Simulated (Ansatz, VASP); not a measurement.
**One calculation of C, two programs**

Contents of INCAR:

```
SYSTEM = C
PREC = Accurate
ENCUT = 600
EDIFF = 1E-6
ISMEAR = 0
SIGMA = 0.01
LREAL = .FALSE.
LASPH = .TRUE.
NELM = 120
ALGO = Normal
ISIF = 2
LWAVE = .FALSE.
LCHARG = .TRUE.
GGA = PE
LELF = .TRUE.
LVHAR = .TRUE.
NBANDS = 11
GGA_COMPAT = .FALSE.
```

KPOINTS

```
Automatic mesh
0
G
  13 13 13
  0 0 0
```

The input POSCAR:

```
C
1.0
    0.0000000000      1.7858109333      1.7858109333
    1.7858109333      0.0000000000      1.7858109333
    1.7858109333      1.7858109333      0.0000000000
C
2
Direct
    0.0000000000      0.0000000000      0.0000000000
    0.2500000002      0.2500000002      0.2500000002
```

Input for Ansatz:

```yaml
crystal:
  lattice:
    - [0.0, 1.7858109333, 1.7858109333]
    - [1.7858109333, 0.0, 1.7858109333]
    - [1.7858109333, 1.7858109333, 0.0]
  atoms:
    - { symbol: C, position: [0.0, 0.0, 0.0] }
    - { symbol: C, position: [0.2500000002, 0.2500000002, 0.2500000002] }
basis:
  ecutwfc: 420.0
  ecutrho_ratio: 4
  xc_grid: 2
  fft_grid_basis: typed
  precision: f64
hamiltonian:
  pseudopotentials: { kind: paw, azcp: { folder: soft_1 } }
scf:
  max_iter: 100
  self_checks: high
  occupations: { method: fixed }
kpoints:
  mp_grid: { grid: [13, 13, 13] }
  band_path: { path: [VBM, CBM], npoints: 1 }
checkpoint:
  write: "../edges.relax.run"
  compress: false
  write_wavefunctions: true
  write_every: 100000
```

Alike in both runs: task single point; functional PBE; k mesh 13 × 13 × 13; no spin polarisation.

|  | VASP | Ansatz |
| --- | --- | --- |
| version | VASP 6.6.1 | Ansatz 0.2.0 |
| potentials or method | VASP PAW PBE potentials, release 64 (C), cutoff 600 eV | plane-wave PAW DFT |
| occupations | gaussian, width 0.01 eV | fixed |
| valence electrons in the cell | 8 | 8 |

|  | VASP | Ansatz | Ansatz less VASP |
| --- | --- | --- | --- |
| gap on the k mesh at the Fermi level (eV) | 4.13 | 4.14 | +0.008 |
